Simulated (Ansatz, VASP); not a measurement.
## Two plane-wave programs on HfO2

The input POSCAR:

```
HfO2
1.0
    5.1650035016      0.0000000000      0.0047148924
    0.0000000000      5.2332219934      0.0000000000
   -0.8834372970      0.0000000000      5.1738487329
Hf O
4 8
Direct
    0.2755172959      0.4579761198      0.7078672889
    0.7244827041      0.9579761198      0.7921327111
    0.7244827041      0.5420238802      0.2921327111
    0.2755172959      0.0420238802      0.2078672889
    0.4501197967      0.7421285859      0.9795181052
    0.5498802033      0.2421285859      0.5204818948
    0.5498802033      0.2578714141      0.0204818948
    0.4501197967      0.7578714141      0.4795181052
    0.0711673748      0.3380249842      0.3395263242
    0.9288326252      0.8380249842      0.1604736758
    0.9288326252      0.6619750158      0.6604736758
    0.0711673748      0.1619750158      0.8395263242
```

File INCAR.step1:

```
SYSTEM = HfO2
PREC     = Accurate       ! precision mode
ENCUT    = 520            ! plane-wave cutoff, eV
ISMEAR   = 0              ! smearing method
SIGMA    = 0.01           ! smearing width, eV
LREAL    = .FALSE.        ! projectors in reciprocal space
LASPH    = .TRUE.         ! aspherical terms in the spheres
NELM     = 60             ! most SCF steps
NBANDS   = 56             ! bands
GGA      = PE             ! functional
ALGO     = Normal         ! electronic algorithm
EDIFF    = 1E-4           ! SCF threshold, eV
LWAVE    = .TRUE.         ! write WAVECAR
LCHARG   = .FALSE.        ! write CHGCAR
```

INCAR.step2

```
SYSTEM = HfO2
PREC     = Accurate       ! precision mode
ENCUT    = 520            ! plane-wave cutoff, eV
EDIFF    = 1E-6           ! SCF threshold, eV
ISMEAR   = 0              ! smearing method
SIGMA    = 0.01           ! smearing width, eV
LREAL    = .FALSE.        ! projectors in reciprocal space
LASPH    = .TRUE.         ! aspherical terms in the spheres
NELM     = 60             ! most SCF steps
ALGO     = Normal         ! electronic algorithm
ISIF     = 2              ! what is computed and relaxed
LWAVE    = .FALSE.        ! write WAVECAR
LCHARG   = .FALSE.        ! write CHGCAR
METAGGA  = R2SCAN         ! meta-GGA
LMIXTAU  = .TRUE.       
NBANDS   = 56             ! bands
ISTART   = 1
```

KPOINTS

```
regular mesh
0
G
  6 6 6
  0 0 0
```

Input for Ansatz:

```yaml
crystal:
  lattice:
    - [5.1650035016, 0.0, 0.0047148924]
    - [0.0, 5.2332219934, 0.0]
    - [-0.883437297, 0.0, 5.1738487329]
  atoms:
    - { symbol: Hf, position: [0.2755172959, 0.4579761198, 0.7078672889] }
    - { symbol: Hf, position: [0.7244827041, 0.9579761198, 0.7921327111] }
    - { symbol: Hf, position: [0.7244827041, 0.5420238802, 0.2921327111] }
    - { symbol: Hf, position: [0.2755172959, 0.0420238802, 0.2078672889] }
    - { symbol: O, position: [0.4501197967, 0.7421285859, 0.9795181052] }
    - { symbol: O, position: [0.5498802033, 0.2421285859, 0.5204818948] }
    - { symbol: O, position: [0.5498802033, 0.2578714141, 0.0204818948] }
    - { symbol: O, position: [0.4501197967, 0.7578714141, 0.4795181052] }
    - { symbol: O, position: [0.0711673748, 0.3380249842, 0.3395263242] }
    - { symbol: O, position: [0.9288326252, 0.8380249842, 0.1604736758] }
    - { symbol: O, position: [0.9288326252, 0.6619750158, 0.6604736758] }
    - { symbol: O, position: [0.0711673748, 0.1619750158, 0.8395263242] }
kpoints:
  mp_grid: { grid: [6, 6, 6] }
  band_path:
    path:
      - [0.0, 0.0, 0.0]
      - [0.0, 0.5, 0.0]
      - [0.0, 0.5, 0.5]
      - [0.0, 0.0, 0.5]
      - [-0.5, 0.0, 0.5]
      - [-0.5, 0.5, 0.5]
      - [-0.5, 0.5, 0.0]
      - [-0.5, 0.0, 0.0]
    npoints: 1
hamiltonian:
  xc: r2scan
scf:
  occupations: { method: fixed }
  n_extra_bands: 7
output:
  forces: true
  stress: true
  eigenvalues: true
  write_density: true
  write_potential: true
  elf: true
  volumetric_format: npy
```

Change from the starting cell: epitaxial_xy strain +1.0%.

Alike in both runs: task single point; functional r2SCAN; k mesh 6 × 6 × 6; no spin polarisation.

```csv
,VASP,Ansatz
version,VASP 6.6.1,Ansatz 0.2.0
potentials or method,"VASP PAW PBE potentials, release 64 (Hf_pv, O)","plane waves, PAW"
plane-wave cutoff (eV),520,500
occupations,"gaussian, width 0.01 eV",fixed
valence electrons in the cell,88,152
```

```tsv
	VASP	Ansatz	Ansatz less VASP
gap on the k mesh at the Fermi level (eV)	4.53	4.57	+0.044
pressure (GPa)	-6.2	-2.9	+3.36
traceless stress, the component that is largest in VASP (GPa)	2.96	2.86	-0.099
rms of the force components (eV/Å)	0.040	0.001	-0.0383
```

VASP's potentials were made for PBE, not for r2SCAN. Atom by atom the forces differ by 0.040 eV/Å (rms over components). VASP's potentials hold 88 valence electrons a cell and Ansatz's 152, so a difference there can come from the potentials and not from the codes.

Spin-orbit coupling is off throughout.
